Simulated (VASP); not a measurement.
Input of a VASP 6.6.1 run:

The input INCAR:

```
PREC     = Accurate       # precision mode
ENCUT    = 500            # plane-wave cutoff, eV
EDIFF    = 1E-6           # SCF threshold, eV
ISMEAR   = 0              # smearing method
SIGMA    = 0.15           # smearing width, eV
LREAL    = F              # projectors in reciprocal space
LASPH    = T              # aspherical terms in the spheres
NELM     = 120            # most SCF steps
ALGO     = Normal         # electronic algorithm
ISIF     = 2              # what is computed and relaxed
LWAVE    = F              # write WAVECAR
LCHARG   = T              # write CHGCAR
LELF     = T              # ELF
LVHAR    = T            
NBANDS   = 21             # bands
GGA_COMPAT= F
```

The input KPOINTS:

```
Automatic mesh
0
Gamma
  16 16 12
```

POSCAR

```
W
1.0
    0.0000000000     -1.9864787844     -1.9864787844
    0.0000000000      1.9864787844     -1.9864787844
    3.9729575688      0.0000000000      0.0000000000
W
2
Direct
    0.5000000000      0.5000000000      0.4931537150
    0.0000000000      0.0000000000      0.0068462850
```

Potentials or basis: VASP PAW LDA potentials, release 64 (W_sv).

Run with:

```bash
$ cat potpaw_LDA.64/W_sv/POTCAR > POTCAR
$ mpirun -np 1 vasp_std > vasp.out
```

**Question.** Estimate the band gap on the k mesh.

**Answer.** Zero (bands 14 and 15 overlap by 3.90 eV).

**Question.** Estimate the pressure.

**Answer.** 2.1 GPa.

Stress tensor (GPa, compression positive):
```
1.01 0.00 0.00
0.00 2.58 0.00
0.00 0.00 2.58
```

Caveat: the cell differs from its parent crystal (atoms displaced along a vibrational mode); spin-orbit coupling is left out, which moves the levels of the heavy elements.
